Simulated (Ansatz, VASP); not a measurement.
## CdTe: VASP beside Ansatz

The input POSCAR:

```
CdTe
1.0
    0.0000000000      3.2050000000      3.2530750000
    3.2050000000      0.0000000000      3.2530750000
    3.2050000000      3.2050000000      0.0000000000
Cd Te
1 1
Direct
    0.0000000000      0.0000000000      0.0000000000
    0.7500000000      0.7500000000      0.7500000000
```

INCAR.step1

```
SYSTEM = CdTe
ALGO = Normal
EDIFF = 1E-4
ENCUT = 520
GGA = PE
ISMEAR = 0
LASPH = .TRUE.
LCHARG = .FALSE.
LREAL = .FALSE.
LWAVE = .TRUE.
NBANDS = 16
NELM = 80
PREC = Accurate
SIGMA = 0.05
```

Contents of INCAR.step2:

```
SYSTEM = CdTe
ALGO = Normal
EDIFF = 1E-6
ENCUT = 520
ISIF = 2
ISMEAR = 0
ISTART = 1
LASPH = .TRUE.
LCHARG = .FALSE.
LMIXTAU = .TRUE.
LREAL = .FALSE.
LWAVE = .FALSE.
METAGGA = R2SCAN
NBANDS = 16
NELM = 80
PREC = Accurate
SIGMA = 0.05
```

Contents of KPOINTS:

```
k-points
0
G
  8 8 8
  0 0 0
```

Input for Ansatz:

```yaml
crystal:
  lattice:
    - [0.0, 3.205, 3.253075]
    - [3.205, 0.0, 3.253075]
    - [3.205, 3.205, 0.0]
  atoms:
    - { symbol: Cd, position: [0.0, 0.0, 0.0] }
    - { symbol: Te, position: [0.75, 0.75, 0.75] }
basis:
  ecutwfc: 500
kpoints:
  mp_grid: { grid: [8, 8, 8] }
hamiltonian:
  xc: r2scan
scf:
  occupations: { method: gaussian, width: 0.05 }
output:
  forces: true
  stress: true
  eigenvalues: true
```

Change from the starting cell: strain +0.0150 x Voigt [0, 0, 1, 0, 0, 0], atoms carried along.

Alike in both runs: task single point; functional r2SCAN; k mesh 8 × 8 × 8; occupations gaussian, width 0.05 eV; no spin polarisation.

|  | VASP | Ansatz |
| --- | --- | --- |
| version | VASP 6.6.1 | Ansatz 0.2.0 |
| potentials or method | VASP PAW PBE potentials, release 64 (Cd, Te), cutoff 520 eV | scalar-relativistic, plane waves, PAW |
| valence electrons in the cell | 18 | 36 |

|  | VASP | Ansatz | Ansatz less VASP |
| --- | --- | --- | --- |
| gap on the k mesh at the Fermi level (eV) | 1.32 | 1.32 | +0.005 |
| least direct gap on the mesh (eV) | 1.32 | 1.32 | +0.005 |
| pressure (GPa) | 2.6 | 2.4 | -0.14 |
| traceless stress, the component that is largest in VASP (GPa) | -0.15 | -0.15 | 0.000 |

VASP's potentials were made for PBE, not for r2SCAN. VASP's potentials hold 18 valence electrons a cell and Ansatz's 36, so a difference there can come from the potentials and not from the codes.

Spin-orbit coupling is off throughout.
